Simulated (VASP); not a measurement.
# Ti (I4/mmm) in VASP: a series of runs, part 2 of 2

VASP 6.6.1. Earlier steps stand in the parts before.

## 4. Single point, PBE (volume 16.327 Å^3 an atom, c/a of the conventional cell 0.9280)

INCAR

```
SYSTEM = Ti
  PREC = Accurate
  ENCUT = 520
  EDIFF = 1E-7
  ISMEAR = 0
  SIGMA = 0.15
  LREAL = .False.
  LASPH = .True.
  NELM = 60
  ALGO = Fast
  ISIF = 2
  LWAVE = .False.
  LCHARG = .False.
  GGA = PE
  NBANDS = 12
```

KPOINTS

```
regular mesh
0
Gamma
  22 22 22
  0 0 0
```

POSCAR

```
Ti
1.0
   -1.6384485501      1.6384485501      1.5204802545
    1.6384485501     -1.6384485501      1.5204802545
    1.6384485501      1.6384485501     -1.5204802545
Ti
1
Direct
    0.0000000000      0.0000000000      0.0000000000
```

Potentials or basis: VASP PAW PBE potentials, release 64 (Ti_sv).

Run with:

```
$ cat potpaw_PBE.64/Ti_sv/POTCAR > POTCAR
$ mpirun -np 1 vasp_std > vasp.out
```

OUTCAR:

```text
SYSTEM = Ti
   PREC = Accurate
   ENCUT = 520
   EDIFF = 1E-7
   ISMEAR = 0
   LREAL = .False.
   LASPH = .True.
   NELM = 60
   ISIF = 2
   GGA = PE

 ion  position               nearest neighbor table
   1  0.000  0.000  0.000-

  LATTYP: Found a body centered tetragonal cell.
 ALAT       =     3.2768971002
 C/A-ratio  =     0.9280000000

  Lattice vectors:

 A1 = (  -1.6384485501,   1.6384485501,   1.5204802545)
 A2 = (   1.6384485501,  -1.6384485501,   1.5204802545)
 A3 = (   1.6384485501,   1.6384485501,  -1.5204802545)

Analysis of symmetry for initial positions (statically):
=====================================================================
 Subroutine PRICEL returns:
 Original cell was already a primitive cell.

 Routine SETGRP: Setting up the symmetry group for a
 body centered tetragonal supercell.

 Subroutine GETGRP returns: Found 16 space group operations
 (whereof 16 operations were pure point group operations)
 out of a pool of 16 trial point group operations.

The static configuration has the point symmetry D_4h.

Analysis of symmetry for dynamics (positions and initial velocities):
[... 172 lines left out ...]
      5       2.6630      2.00000
      6       9.4074      0.00000
      7      10.0142      0.00000
      8      10.0142      0.00000
      9      11.2757      0.00000
     10      11.9913      0.00000
     11      26.1529      0.00000
     12      26.1529      0.00000
[... 331 lines left out ...]
 k-point    24 :      -0.4545    0.0455   -0.0000
  band No.  band energies     occupation
      1     -47.5111      2.00000
      2     -24.2305      2.00000
      3     -23.7109      2.00000
      4     -23.4902      2.00000
      5       6.1359      2.00000
      6       8.1426      2.00000
      7       9.8443      0.00000
      8      11.7047      0.00000
      9      12.2700      0.00000
     10      13.2071      0.00000
     11      19.0355      0.00000
     12      22.5495      0.00000

 [... further k-points ...]

------------------------ aborting loop because EDIFF is reached ----------------------------------------

  FORCE on cell =-STRESS in cart. coord.  units (eV):
  Direction    XX          YY          ZZ          XY          YZ          ZX
  --------------------------------------------------------------------------------------
  -------------------------------------------------------------------------------------
  Total        0.7099667      0.7099667      0.4774241      0.0000000      0.0000000      0.0000000
  in kB       69.6694159     69.6694159     46.8498826      0.0000000      0.0000000      0.0000000
  external PRESSURE =      62.0629048 kB  Pullay stress =       0.0000000 kB

 VOLUME and BASIS-vectors are now :
 -----------------------------------------------------------------------------
  energy-cutoff  :      520.00
  volume of cell :       16.33
      direct lattice vectors                 reciprocal lattice vectors
    -1.638448550  1.638448550  1.520480255     0.000000000  0.305166738  0.328843468
     1.638448550 -1.638448550  1.520480255     0.305166738  0.000000000  0.328843468
     1.638448550  1.638448550 -1.520480255     0.305166738  0.305166738  0.000000000

 POSITION                                       TOTAL-FORCE (eV/Angst)
 -----------------------------------------------------------------------------------
      0.00000      0.00000      0.00000        -0.000000      0.000000      0.000000
 -----------------------------------------------------------------------------------
    total drift:                               -0.000000      0.000000      0.000000

  FREE ENERGIE OF THE ION-ELECTRON SYSTEM (eV)
  ---------------------------------------------------
  free  energy   TOTEN  =        -7.7260367793 eV

  energy  without entropy=       -7.7020406202  energy(sigma->0) =       -7.71403870
```

stdout:

```text
POSCAR found type information on POSCAR Ti
 POSCAR found :  1 types and       1 ions
 scaLAPACK will be used
 LDA part: xc-table for (Slater+PW92), standard interpolation
 POSCAR, INCAR and KPOINTS ok, starting setup
 FFT: planning ... GRIDC
 FFT: planning ... GRID_SOFT
 FFT: planning ... GRID
 WAVECAR not read
 entering main loop
WARNING in EDDRMM: call to ZHEGV failed, returncode =   6  3     10
WARNING in EDDRMM: call to ZHEGV failed, returncode =   6  3      6
WARNING in EDDRMM: call to ZHEGV failed, returncode =   6  3     10
WARNING in EDDRMM: call to ZHEGV failed, returncode =   6  3      9
WARNING in EDDRMM: call to ZHEGV failed, returncode =   8  4      7
WARNING in EDDRMM: call to ZHEGV failed, returncode =   6  3      6
WARNING in EDDRMM: call to ZHEGV failed, returncode =   6  3      8
WARNING in EDDRMM: call to ZHEGV failed, returncode =   8  4      7
WARNING in EDDRMM: call to ZHEGV failed, returncode =   6  3      9
WARNING in EDDRMM: call to ZHEGV failed, returncode =   6  3      9
[... 38 lines left out ...]
WARNING in EDDRMM: call to ZHEGV failed, returncode =   6  3      7
WARNING in EDDRMM: call to ZHEGV failed, returncode =   6  3     10
WARNING in EDDRMM: call to ZHEGV failed, returncode =   8  4      5
WARNING in EDDRMM: call to ZHEGV failed, returncode =   8  4     12
WARNING in EDDRMM: call to ZHEGV failed, returncode =   6  3      7
WARNING in EDDRMM: call to ZHEGV failed, returncode =   8  4      9
WARNING in EDDRMM: call to ZHEGV failed, returncode =   6  3      5
WARNING in EDDRMM: call to ZHEGV failed, returncode =   6  3      9
WARNING in EDDRMM: call to ZHEGV failed, returncode =   6  3     10
WARNING in EDDRMM: call to ZHEGV failed, returncode =   6  3     10
```

Run time: 1.8 min. Hardware: 1 thread of Intel Xeon 6975P-C (Granite Rapids), shared host; peak memory 0.27 GiB.

What came out:

```yaml
Free_energy: -7.7260 eV
Pressure: 6.2 GPa
Band_gap_on_the_k_mesh: zero (band 6 reaches 9.72 eV, above the bottom of band 7 at 8.10 eV)
```

## 5. The runs side by side

```csv
cell,gap on the mesh (eV),pressure (GPa)
"a = 2.782 Å, angles 113.7, 113.7, 101.2°, 1 atom",none,6.7
"a = 2.772 Å, angles 111.6, 111.6, 105.4°, 1 atom",none,6.3
"a = 2.771 Å, angles 107.5, 107.5, 113.5°, 1 atom",none,6.2
```

Alike in all rows: task single point; level PBE; potentials or basis VASP PAW PBE potentials, release 64 (Ti_sv); no spin polarisation; k mesh 22 × 22 × 22; cutoff (eV) 520; smearing gaussian 0.15 eV.

Absolute energies hang on the potentials; compare differences alone.
